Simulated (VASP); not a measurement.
# LiMoSe2 (P-3m1) in VASP: single point with PBEsol

Aim: the single point of LiMoSe2 with PBEsol.

All numbers are computed with VASP 6.6.1; they aren't measurements. Logs are shortened: lines on timing, memory, paths and dates and some standing lists are left out, and cuts for length are marked.

## 1. The cell of the first run

The structure is trigonal, space group P-3m1 (No. 164). Conventional cell: a = 3.368 Å, b = 3.368 Å, c = 6.946 Å, α = 90.00°, β = 90.00°, γ = 120.00°. Se (site symmetry 3m) has 3 Mo at 2.57 Å and 3 Li at 2.65 Å and 6 Se at 3.37 Å within 3.4 Å. Li (site symmetry -3m) has 6 Se at 2.65 Å and 6 Li at 3.37 Å and 2 Mo at 3.47 Å within 3.5 Å. Mo (site symmetry -3m) has 6 Se at 2.57 Å and 6 Mo at 3.37 Å and 2 Li at 3.47 Å within 3.5 Å.

## 2. Single point, PBEsol, non-collinear spin, zero start, spin-orbit coupling

Input file INCAR:

```
PREC = Accurate
ENCUT = 520
EDIFF = 1E-6
ISMEAR = -1
SIGMA = 0.1
LREAL = F
LASPH = T
NELM = 150
ALGO = Normal
ISIF = 2
LWAVE = F
LCHARG = F
MAGMOM = 0 0 0 0 0 0 0 0 0 0 0 0
LORBIT = 11
LSORBIT = T
GGA_COMPAT = F
LORBMOM = T
LMAXMIX = 4
GGA = PS
NBANDS = 43
```

Input file KPOINTS:

```
Automatic mesh
0
Gamma
  6 6 3
```

Input file POSCAR:

```
LiMoSe2
1.0
    3.3679463500      0.0000000000      0.0000000000
   -1.6839731750      2.9167270977      0.0000000000
    0.0000000000      0.0000000000      6.9461045692
Se Li Mo
2 1 1
Direct
    0.3333333333      0.6666666667      0.2410072450
    0.6666666667      0.3333333333      0.7589927550
    0.0000000000      0.0000000000      0.5000000000
    0.0000000000      0.0000000000      0.0000000000
```

Potentials or basis: VASP PAW PBE potentials, release 64 (Se, Li_sv, Mo_sv).

Started as:

```
> cat potpaw_PBE.64/Se/POTCAR potpaw_PBE.64/Li_sv/POTCAR potpaw_PBE.64/Mo_sv/POTCAR > POTCAR
> mpirun -np 1 vasp_ncl > vasp.out
```

OUTCAR:

```text
PREC = Accurate
   ENCUT = 520
   EDIFF = 1E-6
   ISMEAR = -1
   LREAL = F
   LASPH = T
   NELM = 150
   ISIF = 2
   LORBIT = 11
   LSORBIT = T
   GGA = PS

 ion  position               nearest neighbor table
   1  0.333  0.667  0.241-   4 2.57   4 2.57   4 2.57   3 2.65   3 2.65   3 2.65
   2  0.667  0.333  0.759-   4 2.57   4 2.57   4 2.57   3 2.65   3 2.65   3 2.65
   3  0.000  0.000  0.500-   1 2.65   2 2.65   2 2.65   1 2.65   2 2.65   1 2.65
   4  0.000  0.000  0.000-   1 2.57   2 2.57   2 2.57   1 2.57   2 2.57   1 2.57

  LATTYP: Found a hexagonal cell.
 ALAT       =     3.3679463500
 C/A-ratio  =     2.0624154447

  Lattice vectors:

 A1 = (   3.3679463500,   0.0000000000,   0.0000000000)
 A2 = (  -1.6839731750,   2.9167270977,   0.0000000000)
 A3 = (   0.0000000000,   0.0000000000,   6.9461045692)

Analysis of symmetry for initial positions (statically):
=====================================================================
 Subroutine PRICEL returns:
 Original cell was already a primitive cell.

 Routine SETGRP: Setting up the symmetry group for a
 hexagonal supercell.

 Subroutine GETGRP returns: Found 12 space group operations
 (whereof 12 operations were pure point group operations)
 out of a pool of 24 trial point group operations.

The static configuration has the point symmetry D_3d.

Analysis of symmetry for dynamics (positions and initial velocities):
=====================================================================
 Subroutine PRICEL returns:
 Original cell was already a primitive cell.

 Routine SETGRP: Setting up the symmetry group for a
 hexagonal supercell.

 Subroutine GETGRP returns: Found 12 space group operations
 (whereof 12 operations were pure point group operations)
 out of a pool of 24 trial point group operations.

The dynamic configuration has the point symmetry D_3d.

Analysis of structural, dynamic, and magnetic symmetry:
=====================================================================
 Subroutine PRICEL returns:
 Original cell was already a primitive cell.

 Routine SETGRP: Setting up the symmetry group for a
 hexagonal supercell.

 Subroutine GETGRP returns: Found 12 space group operations
 (whereof 12 operations were pure point group operations)
 out of a pool of 24 trial point group operations.

The overall configuration has the point symmetry D_3d.

[... 927 lines left out ...]
      0.00000      0.00000      0.00000         0.000000      0.000000     -0.000000
 -----------------------------------------------------------------------------------
    total drift:                               -0.000000     -0.000000      0.000000

  FREE ENERGIE OF THE ION-ELECTRON SYSTEM (eV)
  ---------------------------------------------------
  free  energy   TOTEN  =       -24.1260226190 eV

  energy  without entropy=      -24.0454658504  energy(sigma->0) =      -24.08574423

 orbital moment (x)

 # of ion     p       d       tot
 ----------------------------------------
  1        -0.000   0.000  -0.000
  2        -0.000   0.000  -0.000
  3        -0.000   0.000  -0.000
  4        -0.000  -0.000  -0.000
 ----------------------------------------
           -0.000   0.000  -0.000

 orbital moment (y)

 # of ion     p       d       tot
 ----------------------------------------
  1        -0.000  -0.000  -0.000
  2        -0.000  -0.000  -0.000
  3         0.000   0.000   0.000
  4        -0.000   0.000  -0.000
 ----------------------------------------
           -0.000  -0.000  -0.000

 orbital moment (z)

 # of ion     p       d       tot
 ----------------------------------------
  1         0.000   0.000   0.000
  2         0.000   0.000   0.000
  3         0.000   0.000   0.000
  4         0.000   0.000   0.000
 ----------------------------------------
            0.000   0.000   0.000

 Spin-Orbit-Coupling matrix elements

 Ion:    1  E_soc:     -0.0396051
 l=   1
     0.0000000    -0.0062601    -0.0072794
    -0.0062601     0.0000000    -0.0062601
    -0.0072794    -0.0062601     0.0000000
 l=   2
     0.0000000     0.0000010     0.0000000     0.0000010    -0.0000054
     0.0000010     0.0000000    -0.0000028     0.0000042     0.0000010
     0.0000000    -0.0000028     0.0000000    -0.0000028     0.0000000
     0.0000010     0.0000042    -0.0000028     0.0000000     0.0000010
    -0.0000054     0.0000010     0.0000000     0.0000010     0.0000000
 l=   3
     0.0000000     0.0000000     0.0000000     0.0000000     0.0000000     0.0000000     0.0000000
     0.0000000     0.0000000     0.0000000     0.0000000     0.0000000     0.0000000     0.0000000
     0.0000000     0.0000000     0.0000000     0.0000000     0.0000000     0.0000000     0.0000000
     0.0000000     0.0000000     0.0000000     0.0000000     0.0000000     0.0000000     0.0000000
[... 49 lines left out ...]
 l=   2
     0.0000000    -0.0006564     0.0000000    -0.0006564    -0.0044249
    -0.0006564     0.0000000    -0.0024225    -0.0003476    -0.0006564
     0.0000000    -0.0024225     0.0000000    -0.0024225     0.0000000
    -0.0006564    -0.0003476    -0.0024225     0.0000000    -0.0006564
    -0.0044249    -0.0006564     0.0000000    -0.0006564     0.0000000
 l=   3
     0.0000000     0.0000000     0.0000000     0.0000000     0.0000000     0.0000000     0.0000000
     0.0000000     0.0000000     0.0000000     0.0000000     0.0000000     0.0000000     0.0000000
     0.0000000     0.0000000     0.0000000     0.0000000     0.0000000     0.0000000     0.0000000
     0.0000000     0.0000000     0.0000000     0.0000000     0.0000000     0.0000000     0.0000000
     0.0000000     0.0000000     0.0000000     0.0000000     0.0000000     0.0000000     0.0000000
     0.0000000     0.0000000     0.0000000     0.0000000     0.0000000     0.0000000     0.0000000
     0.0000000     0.0000000     0.0000000     0.0000000     0.0000000     0.0000000     0.0000000

 total charge

# of ion       s       p       d       tot
------------------------------------------
    1        1.451   2.408   0.061   3.921
    2        1.451   2.408   0.061   3.921
    3        2.014   0.056   0.000   2.071
    4        2.248   6.153   3.938  12.339
--------------------------------------------------
tot          7.165  11.026   4.060  22.251

 magnetization (x)

# of ion       s       p       d       tot
------------------------------------------
    1       -0.000   0.000  -0.000  -0.000
    2        0.000   0.000   0.000   0.000
    3        0.000   0.000   0.000   0.000
    4        0.000   0.000   0.000   0.000
--------------------------------------------------
tot         -0.000   0.000   0.000  -0.000

 magnetization (y)

# of ion       s       p       d       tot
------------------------------------------
    1        0.000  -0.000   0.000  -0.000
    2        0.000  -0.000   0.000  -0.000
    3        0.000   0.000   0.000   0.000
    4        0.000   0.000   0.000   0.000
--------------------------------------------------
tot          0.000  -0.000   0.000  -0.000

 magnetization (z)

# of ion       s       p       d       tot
------------------------------------------
    1        0.000   0.000   0.000   0.000
    2        0.000   0.000   0.000   0.000
    3       -0.000   0.000   0.000  -0.000
    4       -0.000   0.000   0.000  -0.000
--------------------------------------------------
tot         -0.000   0.000   0.000  -0.000
```

OSZICAR:

```text
N       E                     dE             d eps       ncg     rms          rms(c)
DAV:   1     0.239454380464E+03    0.23945E+03   -0.14248E+04  1518   0.132E+03
DAV:   2    -0.913795365866E+01   -0.24859E+03   -0.23866E+03  1718   0.355E+02
DAV:   3    -0.246463681005E+02   -0.15508E+02   -0.15200E+02  2091   0.757E+01
DAV:   4    -0.255035306975E+02   -0.85716E+00   -0.84638E+00  2172   0.139E+01
DAV:   5    -0.255254496813E+02   -0.21919E-01   -0.21912E-01  1907   0.204E+00    0.176E+01
DAV:   6    -0.246464608396E+02    0.87899E+00   -0.91757E+00  1579   0.187E+01    0.624E+00
DAV:   7    -0.242468775339E+02    0.39958E+00   -0.35504E+00  1564   0.115E+01    0.448E+00
DAV:   8    -0.241282092083E+02    0.11867E+00   -0.33159E-01  1640   0.357E+00    0.128E+00
DAV:   9    -0.241269756980E+02    0.12335E-02   -0.35939E-02  1890   0.104E+00    0.378E-01
DAV:  10    -0.241260161936E+02    0.95950E-03   -0.30847E-03  1958   0.388E-01    0.155E-01
DAV:  11    -0.241260487109E+02   -0.32517E-04   -0.97058E-04  1695   0.207E-01    0.618E-02
DAV:  12    -0.241260197847E+02    0.28926E-04   -0.16577E-04  1742   0.802E-02    0.156E-02
DAV:  13    -0.241260225427E+02   -0.27580E-05   -0.12863E-05  1654   0.204E-02    0.482E-03
DAV:  14    -0.241260226190E+02   -0.76269E-07   -0.63889E-07  1115   0.613E-03
   1 F= -.24126023E+02 E0= -.24085744E+02  d E =-.805568E-01  mag=    -0.0000     0.0000     0.0000
```

stdout:

```text
POSCAR found type information on POSCAR SeLiMo
 POSCAR found :  3 types and       4 ions
 scaLAPACK will be used
 -----------------------------------------------------------------------------
|                                                                             |
|                                                                             |
|     You enforced a specific xc type in the INCAR file but a different       |
|     I HOPE YOU KNOW WHAT YOU ARE DOING!                                     |
|                                                                             |
 -----------------------------------------------------------------------------

 LDA part: xc-table for (Slater+PW92), standard interpolation
 POSCAR, INCAR and KPOINTS ok, starting setup
 FFT: planning ... GRIDC
 FFT: planning ... GRID_SOFT
 FFT: planning ... GRID
 WAVECAR not read
 entering main loop
```

Wall time 2.4 min (1 thread of Intel Xeon Platinum 8488C (Sapphire Rapids), shared host); peak memory 0.39 GiB.

Results:

```
Free energy                                           : -24.1260 eV
Largest force                                         : 0.027 eV/Å
Net moment                                            : 0.00 μB per cell
Valence electrons inside the program's atomic spheres : Se 3.92; Li 2.07; Mo 12.34
```

Forces in eV/Å, atoms in the order of the input:
```
Se   0.000  0.000  0.027
Se   0.000  0.000 -0.027
Li   0.000  0.000  0.000
Mo   0.000  0.000  0.000
```

Moments on the atoms (μB; x, y, z):
```
Se  0.00 0.00 0.00
Se  0.00 0.00 0.00
Li  0.00 0.00 0.00
Mo  0.00 0.00 0.00
```

Caveat: the PAW data sets were made with another functional, which shifts forces and pressure a little.
